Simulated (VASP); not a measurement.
**CsO: single point with LDA**

Crystal: CsO.

```
CELL_PARAMETERS angstrom
-2.16100 3.21500 3.66454
2.16100 -3.21500 3.66454
2.16100 3.21500 -3.66454
ATOMIC_POSITIONS crystal
Cs 0.25000 0.25000 0.00000
Cs 0.75000 0.75000 0.00000
O 0.62000 0.00000 0.62000
O 0.38000 0.00000 0.38000
```

This cell differs from its parent crystal: strain +0.000 along x and y, -0.025 along z.

```
Program             : VASP 6.6.1
Task                : single point
Functional          : LDA
Potentials or basis : VASP PAW LDA potentials, release 64 (Cs_sv, O)
Cutoff              : 520 eV
k mesh              : 8 × 8 × 8
Occupations         : gaussian, width 0.05 eV
Spin                : no spin polarisation
```

```yaml
Pressure: -2.7 GPa
Largest_force: 1.146 eV/Å
Band_gap_on_the_k_mesh: 1.62 eV (least direct gap 1.78 eV)
```

Forces in eV/Å, atoms in the order of the input:
```
Cs   0.000  0.000  0.167
Cs   0.000  0.000 -0.167
O    0.000 -1.146  0.000
O    0.000  1.146  0.000
```

Stress tensor (GPa, compression positive):
```
-2.11  0.00  0.00
 0.00 -4.70  0.00
 0.00  0.00 -1.41
```

Levels at points of the mesh, in eV from the valence-band top:
| k point | band 12 | band 13 | band 14 | band 15 | band 16 | band 17 | band 18 | band 19 |
| --- | --- | --- | --- | --- | --- | --- | --- | --- |
| (0.00, 0.00, 0.00) | -3.69 | -3.61 | -0.82 | 0.00 | 1.85 | 1.90 | 2.97 | 4.45 |
| (0.50, 0.00, 0.00) | -3.60 | -3.43 | -0.59 | -0.49 | 2.50 | 3.49 | 3.90 | 5.13 |
| (0.00, 0.50, 0.00) | -3.24 | -3.09 | -0.83 | -0.41 | 2.86 | 2.95 | 4.98 | 5.50 |
| (0.50, 0.50, 0.00) | -3.33 | -3.13 | -0.86 | -0.75 | 2.64 | 2.98 | 3.25 | 4.63 |
| (0.50, 0.50, 0.50) | -3.81 | -3.28 | -0.65 | -0.50 | 2.05 | 3.08 | 3.97 | 3.99 |

It took 2.2 min on 1 thread of AMD EPYC 9R45 (Zen 5), on a shared host, peak memory 0.28 GiB.

Caveat: the cell differs from its parent crystal (strain +0.000 along x and y, -0.025 along z); spin-orbit coupling is left out, which moves the levels of the heavy elements; forces of over 1 eV/Å act on the atoms, so gaps and moduli don't describe the material at rest. A k mesh can miss the band edges.
